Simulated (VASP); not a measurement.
MgO (Periclase):

```
CELL_PARAMETERS angstrom
0.00000 2.12988 2.12988
2.12988 0.00000 2.12988
2.12988 2.12988 0.00000
ATOMIC_POSITIONS crystal
Mg 0.00000 0.00000 0.00000
O 0.50000 0.50000 0.50000
```

This cell differs from its parent crystal: volume scaled by 1.040.

Base run:

| Property | Result |
| --- | --- |
| Program | VASP 6.6.1 |
| Functional | r2SCAN |
| Potentials or basis | VASP PAW PBE potentials, release 64 (Mg_sv, O) |
| Cutoff | 660 eV |
| k mesh | 8 × 8 × 8 |
| Occupations | gaussian, width 0.05 eV |
| Spin | no spin polarisation |

Its results: band gap on the k mesh 5.32 eV, direct; pressure -6.1 GPa.

Task: The run is repeated on the same cell with these changes: potentials or basis from VASP PAW PBE potentials, release 64 (Mg_sv, O) to VASP PAW PBE potentials, release 64 (Mg, O); cutoff from 660 eV to 520 eV; further incar settings from ALGO = Normal; EDIFF = 1e-06; NBANDS = 15 to ALGO = Normal; EDIFF = 1e-06; NBANDS = 11; valence electrons from 16 to 8. What comes out?

Result: Band gap on the k mesh 5.27 eV, direct; pressure -7.2 GPa.

Caveats: the PAW data sets were made with another functional, which shifts forces and pressure a little.

